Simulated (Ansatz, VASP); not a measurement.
One calculation of Si, two programs

```xyz
17
Lattice="0.0000 5.4300 5.4300 5.4300 0.0000 5.4300 5.4300 5.4300 0.0000" Properties=species:S:1:pos:R:3 pbc="T T T"
Si    0.0046   -0.0060   -0.0021
Si    1.3249    1.3532    1.3612
Si    2.6969    2.7316   -0.0173
Si    4.0749    4.1042    1.3606
Si    2.6920   -0.0276    2.7416
Si    4.0723    1.3552    4.1082
Si    5.4551    2.7361    2.7411
Si    6.7920    4.0657    4.0780
Si    0.0049    2.7165    2.7206
Si    1.3574    4.0719    4.0728
Si    2.7123    5.4243    2.7201
Si    4.0752    6.7835    4.0405
Si    2.7101    2.7180    5.4261
Si    4.0726    4.0354    6.7888
Si    5.4555    5.4025    5.4078
Si    6.8220    6.7855    6.7883
Si    4.0770    6.7807    6.7930
```

Alike in both runs: functional PBE; k mesh 2 × 2 × 2; occupations gaussian, width 0.02 eV; no spin polarisation.

Ansatz relaxed the structure, and its values are those at the end. VASP's run is a single point on that final structure, the one shown.

```csv
,VASP,Ansatz
version,VASP 6.6.1,Ansatz 0.2.0
potentials or method,"VASP PAW PBE potentials, release 64 (Si), cutoff 520 eV","scalar-relativistic, plane waves, PAW"
valence electrons in the cell,68,68
```

|  | VASP | Ansatz | Ansatz less VASP |
| --- | --- | --- | --- |
| rms of the force components (eV/Å) | 0.010 | 0.010 | 0.0000 |

With one functional, cell and mesh, what is left measures potentials, basis and numerics.

The k mesh is coarse, so the values compare programs but aren't converged.
